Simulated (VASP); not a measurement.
A run of VASP 6.6.1:

The input INCAR:

```
SYSTEM = HPt16
PREC = Accurate
ENCUT = 400
EDIFF = 1E-6
ISMEAR = -1
SIGMA = 1.0
LREAL = .FALSE.
LASPH = .TRUE.
NELM = 120
ALGO = Normal
ISIF = 2
LWAVE = .FALSE.
LCHARG = .FALSE.
GGA = PE
NBANDS = 94
GGA_COMPAT = .FALSE.
```

Contents of KPOINTS:

```
Automatic mesh
0
G
  3 3 3
  0 0 0
```

POSCAR

```
HPt16
1.0
   -4.0729267900      4.0729267900      4.0729267900
    4.0729267900     -4.0729267900      4.0729267900
    4.0729267900      4.0729267900     -4.0729267900
Pt H
16 1
Direct
   -0.0141064406     -0.0117339453      0.0026865202
   -0.0085669352      0.2494373340      0.7490216882
   -0.0056163543      0.4994781652      0.5054657513
   -0.0059888138      0.7494399378      0.2557679167
    0.2457046374     -0.0042000509      0.7504560375
    0.2447543379      0.2494446997      0.5049458549
    0.2471252374      0.5108341267      0.2640280701
    0.2451557692      0.7494220145      0.0046400294
    0.4959055500      0.0019525271      0.5064074574
    0.5008217936      0.2494378250      0.2583720637
    0.4993083856      0.5030340847      0.0040861280
    0.4940174729      0.7494285209      0.7557753082
    0.7443345182     -0.0006100036      0.2554274981
    0.7448655860      0.2494443314      0.0050468621
    0.7433484951      0.4968312971      0.7538447555
    0.7451255955      0.7494090018      0.5046096102
    0.2060282552      0.2500765549      0.0445906615
```

Potentials or basis: VASP PAW PBE potentials, release 64 (Pt, H).

The run is started by

```console
$ cat potpaw_PBE.64/Pt/POTCAR potpaw_PBE.64/H/POTCAR > POTCAR
$ mpirun -np 1 vasp_std > vasp.out
```

Hardware: 1 thread of Oxide Virtual Turin-like Processor, on a shared host.

Q: Estimate the wall time of this run.

A: It took 28 min on 1 thread of Oxide Virtual Turin-like Processor (shared host), peak memory 0.39 GiB. Counts: scf iterations 73, k points 14.
